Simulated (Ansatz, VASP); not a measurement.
## One calculation of MnCl, two programs

```
Mn Cl
1.0
     3.20841    0.00000    0.00000
     0.00000    3.20841    0.00000
     0.00000    0.00000    3.20841
Mn Cl
1 1
Direct
  0.00000 0.00000 0.00000
  0.50000 0.50000 0.50000
```

Alike in both runs: functional PBE; k mesh 6 × 6 × 6; occupations gaussian, width 0.1 eV; collinear spin.

Ansatz relaxed the structure, and its values are those at the end. VASP's run is a single point on that final structure, the one shown.

|  | VASP | Ansatz |
| --- | --- | --- |
| version | VASP 6.6.1 | Ansatz 0.2.0 |
| potentials or method | VASP PAW PBE potentials, release 64 (Mn_pv, Cl), cutoff 520 eV | scalar-relativistic, plane waves, PAW |
| valence electrons in the cell | 20 | 22 |

|  | VASP | Ansatz | Ansatz less VASP |
| --- | --- | --- | --- |
| gap on the k mesh at the Fermi level (eV) | none | none | - |
| pressure (GPa) | -0.2 | -0.2 | 0.00 |
| net moment per atom (μB) | 2.03 | 2.03 | 0.000 |
| size of the moment on the site where the two differ most (μB) | 3.77 | 3.80 | +0.028 |

Site moments also hang on the region over which each program counts them. A gap of «none» marks a metal or a gap that the smearing closes. The functional is the same, so the differences come from potentials, cutoffs and numerics. VASP's potentials hold 20 valence electrons a cell and Ansatz's 22, so a difference there can come from the potentials and not from the codes.
